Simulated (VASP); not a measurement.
# LaPt3 (Pm-3m) in VASP: a series of runs, part 2 of 2

VASP 6.6.1.

## (3) Electric field gradients, LDA

File INCAR:

```
ALGO = Normal
EDIFF = 1E-8
ENCUT = 400
GGA = CA
GGA_COMPAT = False
ISIF = 2
ISMEAR = -1
LASPH = True
LCHARG = False
LEFG = True
LMAXMIX = 6
LREAL = False
LWAVE = False
NBANDS = 28
NELM = 200
PREC = Accurate
SIGMA = 0.08
```

File KPOINTS:

```
k-points
0
Gamma
  10 10 10
```

File POSCAR:

```
LaPt3
1.0
    4.2144337600      0.0000000000      0.0000000000
    0.0000000000      4.2144337600      0.0000000000
    0.0000000000      0.0000000000      4.2144337600
La Pt
1 3
Direct
    0.0000000000      0.0000000000      0.0000000000
    0.0000000000      0.5000000000      0.5000000000
    0.5000000000      0.5000000000      0.0000000000
    0.5000000000      0.0000000000      0.5000000000
```

Potentials or basis: VASP PAW LDA potentials, release 64 (La, Pt).

Launch:

```sh
> cat potpaw_LDA.64/La/POTCAR potpaw_LDA.64/Pt/POTCAR > POTCAR
> mpirun -np 1 vasp_std > vasp.out
```

OUTCAR:

```text
EDIFF = 1E-8
   ENCUT = 400
   GGA = CA
   ISIF = 2
   ISMEAR = -1
   LASPH = True
   LREAL = False
   NELM = 200
   PREC = Accurate

 ion  position               nearest neighbor table
   1  0.000  0.000  0.000-   2 2.98   3 2.98   4 2.98   2 2.98   4 2.98   2 2.98   3 2.98   2 2.98
                             3 2.98   4 2.98   4 2.98   3 2.98
   2  0.000  0.500  0.500-   1 2.98   3 2.98   4 2.98   1 2.98   3 2.98   1 2.98   4 2.98   1 2.98
                             3 2.98   4 2.98   3 2.98   4 2.98
   3  0.500  0.500  0.000-   1 2.98   2 2.98   4 2.98   2 2.98   4 2.98   1 2.98   4 2.98   4 2.98
                             1 2.98   2 2.98   2 2.98   1 2.98
   4  0.500  0.000  0.500-   1 2.98   2 2.98   3 2.98   1 2.98   3 2.98   2 2.98   3 2.98   3 2.98
                             1 2.98   2 2.98   1 2.98   2 2.98

  LATTYP: Found a simple cubic cell.
 ALAT       =     4.2144337600

  Lattice vectors:

 A1 = (   4.2144337600,   0.0000000000,   0.0000000000)
 A2 = (   0.0000000000,   4.2144337600,   0.0000000000)
 A3 = (   0.0000000000,   0.0000000000,   4.2144337600)

Analysis of symmetry for initial positions (statically):
=====================================================================
 Subroutine PRICEL returns:
 Original cell was already a primitive cell.

[... 950 lines left out ...]
      2.10722      0.00000      2.10722         0.000000      0.000000      0.000000
 -----------------------------------------------------------------------------------
    total drift:                                0.000000      0.000000      0.000000

  FREE ENERGIE OF THE ION-ELECTRON SYSTEM (eV)
  ---------------------------------------------------
  free  energy   TOTEN  =       -31.3283739956 eV

  energy  without entropy=      -31.2731489602  energy(sigma->0) =      -31.30076148

 Electric field gradients (V/A^2)
---------------------------------------------------------------------
 ion       V_xx      V_yy      V_zz      V_xy      V_xz      V_yz
---------------------------------------------------------------------
   1       0.000     0.000     0.000    -0.000    -0.000    -0.000
   2    -101.487    50.743    50.743    -0.000    -0.000    -0.000
   3      50.743    50.743  -101.487    -0.000    -0.000    -0.000
   4      50.743  -101.487    50.743    -0.000     0.000    -0.000
---------------------------------------------------------------------

 Electric field gradients after diagonalization (V/A^2)
 (convention: |V_zz| > |V_xx| > |V_yy|)
----------------------------------------------------------------------
 ion       V_xx      V_yy      V_zz     asymmetry (V_yy - V_xx)/ V_zz
----------------------------------------------------------------------
   1       0.000     0.000     0.000      -0.255
   2      50.743    50.743  -101.487       0.000
   3      50.743    50.743  -101.487       0.000
   4      50.743    50.743  -101.487       0.000
----------------------------------------------------------------------

           NMR quadrupolar parameters

 Cq : quadrupolar parameter    Cq=e*Q*V_zz/h
 eta: asymmetry parameters     (V_yy - V_xx)/ V_zz
 Q  : nuclear electric quadrupole moment in mb (millibarn)
----------------------------------------------------------------------
 ion       Cq(MHz)       eta       Q (mb)
----------------------------------------------------------------------
   1       0.000      -0.255       1.000
   2      -0.245       0.000       1.000
   3      -0.245       0.000       1.000
   4      -0.245       0.000       1.000
----------------------------------------------------------------------
```

OSZICAR:

```text
N       E                     dE             d eps       ncg     rms          rms(c)
DAV:   1     0.262819223430E+03    0.26282E+03   -0.14627E+04  3512   0.174E+03
DAV:   2     0.124459011029E+02   -0.25037E+03   -0.23093E+03  3540   0.309E+02
DAV:   3    -0.310583016185E+02   -0.43504E+02   -0.39015E+02  4616   0.112E+02
DAV:   4    -0.344018430190E+02   -0.33435E+01   -0.32436E+01  5520   0.348E+01
DAV:   5    -0.345418993639E+02   -0.14006E+00   -0.13887E+00  4840   0.520E+00    0.161E+01
DAV:   6    -0.321411890563E+02    0.24007E+01   -0.51226E+01  5668   0.650E+01    0.907E+00
DAV:   7    -0.314760641669E+02    0.66512E+00   -0.67541E+00  4776   0.258E+01    0.423E+00
DAV:   8    -0.313447441938E+02    0.13132E+00   -0.98935E-01  5268   0.829E+00    0.199E+00
DAV:   9    -0.313314063570E+02    0.13338E-01   -0.13203E-01  5728   0.246E+00    0.417E-01
DAV:  10    -0.313297461312E+02    0.16602E-02   -0.56493E-03  4904   0.681E-01    0.243E-01
DAV:  11    -0.313283496048E+02    0.13965E-02   -0.73456E-03  5252   0.984E-01    0.415E-02
DAV:  12    -0.313283737917E+02   -0.24187E-04   -0.32177E-04  4516   0.120E-01    0.104E-02
DAV:  13    -0.313283745874E+02   -0.79570E-06   -0.26931E-05  5640   0.345E-02    0.694E-03
DAV:  14    -0.313283740023E+02    0.58508E-06   -0.24590E-06  4896   0.188E-02    0.184E-03
DAV:  15    -0.313283739968E+02    0.55334E-08   -0.21726E-07  5424   0.362E-03    0.570E-04
DAV:  16    -0.313283739956E+02    0.11564E-08   -0.12967E-08  3596   0.108E-03
   1 F= -.31328374E+02 E0= -.31300761E+02  d E =-.552250E-01
```

Wall time 57 s (1 thread of Intel Xeon Platinum 8488C (Sapphire Rapids), shared host); peak memory 0.2 GiB.

Results:

```
Free energy                             : -31.3284 eV
Pressure                                : -8.4 GPa
Band gap on the k mesh                  : zero (an odd number of electrons rules out a gap without spin polarisation)
Largest electric field gradient by atom : La +0.0; Pt -101.5 V/Å²
```

Levels at points of the mesh, in eV from the Fermi level:
```
           k point  band 16  band 17  band 18  band 19  band 20  band 21  band 22  band 23  band 24  band 25
(0.00, 0.00, 0.00)    -0.98    -0.24     0.20     0.20     0.20     2.67     2.67     2.67     3.36     3.36
(0.50, 0.00, 0.00)    -1.87    -1.78    -1.69    -1.69    -0.83     0.20     2.21     2.21     3.22     3.36
(0.50, 0.50, 0.00)    -2.14    -1.84    -1.84    -1.81    -1.38    -0.71     1.67     1.67     3.34     3.34
(0.50, 0.50, 0.50)    -2.03    -0.26    -0.16    -0.16    -0.16     2.28     2.28     2.28     2.66     2.66
```

Electric field gradients, principal values (V/Å²):
```
atom   least  middle  greatest (by size)
1 La   0.000   0.000               0.000
2 Pt  50.743  50.743            -101.487
3 Pt  50.743  50.743            -101.487
4 Pt  50.743  50.743            -101.487
```

Caveat: the cell stands under tension; without QUAD_EFG the Cq values of the log hold for a quadrupole moment of 1 mb, not for the nuclei; spin-orbit coupling is left out, which moves the levels of the heavy elements.
